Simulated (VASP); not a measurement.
Crystal: O.

```
O
1.0
     3.46952    0.00000    0.00000
    -1.73476    3.00469    0.00000
     0.00000    0.00000    6.40787
O
6
Direct
  0.00000 0.00000 0.50000
  0.00000 0.00000 0.00000
  0.66667 0.33333 0.34214
  0.33333 0.66667 0.65786
  0.33333 0.66667 0.84214
  0.66667 0.33333 0.15786
```

The cell was built from a structure type or drawn by symmetry, and may not be a known phase.

```yaml
Program: VASP 6.6.1
Task: relaxation of cell and atoms
Functional: PBE
Potentials_or_basis: VASP PAW PBE potentials, release 64 (O)
Cutoff: 600 eV
k_mesh: 12 × 12 × 6
Occupations: gaussian, width 0.1 eV
Spin: no spin polarisation
```

At the start: pressure 2.7 GPa; volume 11.13 Å³/atom.

Problem. How do energy, volume and symmetry change on relaxing?

Solution. Over 10 steps the energy falls by 6.2 meV/atom and the volume is 11.04 Å³/atom (-0.8 %); space group P6_3/mmc (No. 194, to 0.1 Å) before and after.

Step by step:
```csv
step,energy change (eV),largest force (eV/Å),pressure (GPa),volume (Å³)
1,0.0000,1.6644,2.66,66.80
2,1.2623,5.6844,-14.70,68.58
3,-0.0339,0.3440,-1.28,67.02
4,-0.0358,0.0656,-0.72,66.98
5,-0.0359,0.0127,-0.56,66.97
6,-0.0359,0.0373,-0.51,66.97
7,-0.0368,0.0336,-0.28,66.67
8,-0.0372,0.0285,0.07,66.24
9,-0.0366,0.2106,-0.42,66.27
10,-0.0373,0.0007,0.01,66.25
```

Final structure:
```yaml
crystal:
  lattice:
    - [3.45506, 0.00000, 0.00000]
    - [-1.72753, 2.99217, 0.00000]
    - [0.00000, 0.00000, 6.40795]
  atoms:
    - { symbol: O, position: [0.00000, 0.00000, 0.50000] }
    - { symbol: O, position: [0.00000, 0.00000, 0.00000] }
    - { symbol: O, position: [0.66667, 0.33333, 0.34392] }
    - { symbol: O, position: [0.33333, 0.66667, 0.65608] }
    - { symbol: O, position: [0.33333, 0.66667, 0.84392] }
    - { symbol: O, position: [0.66667, 0.33333, 0.15608] }
```

Caveat: the standard files for N, O and F lose accuracy on very short bonds.
